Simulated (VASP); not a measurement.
Input of a VASP 6.6.1 run:

The input INCAR:

```
PREC = Accurate
ENCUT = 600
EDIFF = 1E-6
ISMEAR = -1
SIGMA = 0.01
LREAL = False
LASPH = True
NELM = 120
ALGO = Normal
ISIF = 2
LWAVE = False
LCHARG = True
GGA = PE
LELF = True
LVHAR = True
NBANDS = 43
GGA_COMPAT = False
```

Contents of KPOINTS:

```
Automatic mesh
0
Gamma
  1 1 1
```

POSCAR

```
Si7C8
1.0
    8.7200000000      0.0000000000      0.0000000000
    0.0000000000      4.3600000000      0.0000000000
    0.0000000000      0.0000000000      4.3600000000
Si C
7 8
Direct
    0.0018800000      0.0006360000      0.0069320000
    0.9968220000      0.4922230000      0.5112180000
    0.2546090000      0.0071650000      0.4952880000
    0.2490830000      0.5006130000      0.0022560000
    0.4984210000      0.0022250000      0.0043520000
    0.7495250000      0.9987770000      0.5020580000
    0.7545800000      0.5061460000      0.0179920000
    0.1274870000      0.2460880000      0.2502870000
    0.1238310000      0.7553760000      0.7541320000
    0.3736150000      0.2424540000      0.7558810000
    0.3749770000      0.7610710000      0.2484530000
    0.6253190000      0.2509690000      0.2440550000
    0.6238480000      0.7546320000      0.7529940000
    0.8784920000      0.2490050000      0.7438480000
    0.8665120000      0.7346220000      0.2409940000
```

Potentials or basis: VASP PAW PBE potentials, release 64 (Si, C).

The run is started by

```bash
$ cat potpaw_PBE.64/Si/POTCAR potpaw_PBE.64/C/POTCAR > POTCAR
$ mpirun -np 1 vasp_gam > vasp.out
```

Q: Estimate the largest force.

A: 4.770 eV/Å.

Q: What does it give for the pressure?

A: 5.3 GPa.

Forces in eV/Å, atoms in the order of the input:
```
Si  -0.533 -0.286 -0.636
Si   0.791  0.918 -1.292
Si   0.034 -0.597  0.863
Si   0.902  0.144 -0.187
Si   0.421 -0.073 -0.509
Si  -0.805 -0.096 -0.403
Si  -2.718 -2.122 -3.295
C   -0.091  0.548  0.239
C    0.460 -0.132 -0.199
C   -2.832 -0.895  1.679
C   -3.000  0.757 -1.719
C    3.009 -1.806 -0.847
C    3.061  1.316  1.870
C   -0.962 -0.551  1.910
C    2.262  2.874  2.526
```

Caveat: the k points lie up to 1.44 Å⁻¹ apart; forces of over 1 eV/Å act on the atoms, so gaps and moduli don't describe the material at rest.
